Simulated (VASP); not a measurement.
Write the native input for VASP 6.6.1 that does the following.

```yaml
Task: single point
Functional: r2SCAN
Potentials_or_basis: VASP PAW PBE potentials, release 64 (Ru_sv)
Cutoff: 620 eV
k_mesh: 24 × 24 × 14
Occupations: gaussian, width 0.15 eV
Spin: no spin polarisation
Dipole_correction: no
Further_INCAR_settings: ALGO = Normal; EDIFF = 1e-06; NBANDS = 23
```

Ru:

```
CELL_PARAMETERS angstrom
2.70235 0.00000 0.00000
-1.35117 2.34030 0.00000
0.00000 0.00000 4.26597
ATOMIC_POSITIONS crystal
Ru 0.33333 0.66667 0.25000
Ru 0.66667 0.33333 0.75000
```

One way to write it, as run:

POSCAR

```
Ru
1.0
    2.7023482492      0.0000000000      0.0000000000
   -1.3511741246      2.3403022337      0.0000000000
    0.0000000000      0.0000000000      4.2659655209
Ru
2
Direct
    0.3333333333      0.6666666667      0.2500000000
    0.6666666667      0.3333333333      0.7500000000
```

INCAR.step1

```
SYSTEM = Ru
PREC = Accurate
ENCUT = 620
ISMEAR = 0
SIGMA = 0.15
LREAL = .FALSE.
LASPH = .TRUE.
NELM = 120
NBANDS = 23
GGA = PE
ALGO = Normal
EDIFF = 1E-5
LWAVE = .TRUE.
LCHARG = .FALSE.
GGA_COMPAT = .FALSE.
```

INCAR.step2

```
SYSTEM = Ru
PREC = Accurate
ENCUT = 620
EDIFF = 1E-6
ISMEAR = 0
SIGMA = 0.15
LREAL = .FALSE.
LASPH = .TRUE.
NELM = 120
ALGO = Normal
ISIF = 2
LWAVE = .FALSE.
LCHARG = .FALSE.
METAGGA = R2SCAN
LMIXTAU = .TRUE.
NBANDS = 23
ISTART = 1
GGA_COMPAT = .FALSE.
```

KPOINTS

```
regular mesh
0
G
  24 24 14
  0 0 0
```

Potentials or basis: VASP PAW PBE potentials, release 64 (Ru_sv).

Run with:

```console
$ cat potpaw_PBE.64/Ru_sv/POTCAR > POTCAR
$ cp INCAR.step1 INCAR
$ mpirun -np 1 vasp_std > vasp.out
$ cp INCAR.step2 INCAR
$ mpirun -np 1 vasp_std > vasp.out
```

Results of the run:

| Property | Result |
| --- | --- |
| Pressure | 0.2 GPa |
| Band gap on the k mesh | zero (bands 16 and 17 overlap by 3.34 eV) |

Caveat: the PAW data sets were made with another functional, which shifts forces and pressure a little.

Run time: 5.7 min on 1 thread of Intel(R) Xeon(R) 6975P-C (Granite Rapids) (shared host), peak memory 0.4 GiB.
